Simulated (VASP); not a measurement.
MgCd2TeSe2, 6 atoms in the cell. Symmetry: P-3m1, No. 164, trigonal system. The conventional cell has a = 4.199 Å, b = 4.199 Å, c = 11.903 Å, α = 90.00°, β = 90.00°, γ = 120.00°. Mg (site symmetry -3m) has 2 Se at 2.43 Å within 3.2 Å. Cd (site symmetry 3m) has 3 Se at 2.86 Å and 3 Te at 3.14 Å within 3.8 Å. Te (site symmetry -3m) has 6 Cd at 3.14 Å and 2 Se at 3.52 Å and 6 Te at 4.20 Å within 4.2 Å. Se (site symmetry 3m) has 1 Mg at 2.43 Å and 3 Cd at 2.86 Å within 3.2 Å. The cell was built from a structure type or drawn by symmetry, and may not be a known phase.

| Item | Value |
| --- | --- |
| Program | VASP 6.6.1 |
| Task | single point |
| Functional | PBE |
| Potentials or basis | VASP PAW PBE potentials, release 64 (Mg, Cd, Te, Se) |
| Cutoff | 520 eV |
| k mesh | 6 × 6 × 2 |
| Occupations | gaussian, width 0.1 eV |
| Spin | no spin polarisation |
| Dipole correction | no |
| Further INCAR settings | ALGO = Normal; EDIFF = 1e-07; NBANDS = 31 |

Potentials or basis: VASP PAW PBE potentials, release 64 (Mg, Cd, Te, Se).

Command:

```sh
$ cat potpaw_PBE.64/Mg/POTCAR potpaw_PBE.64/Cd/POTCAR potpaw_PBE.64/Te/POTCAR potpaw_PBE.64/Se/POTCAR > POTCAR
$ mpirun -np 1 vasp_std > vasp.out
```

Hardware: 1 thread of Intel(R) Xeon(R) 6975P-C (Granite Rapids), on a shared host.

Problem. How long does it take, and how much memory?

Solution. Run time: 45 s on 1 thread of Intel(R) Xeon(R) 6975P-C (Granite Rapids) (shared host), peak memory 0.34 GiB. Counts: scf iterations 17, k points 14.
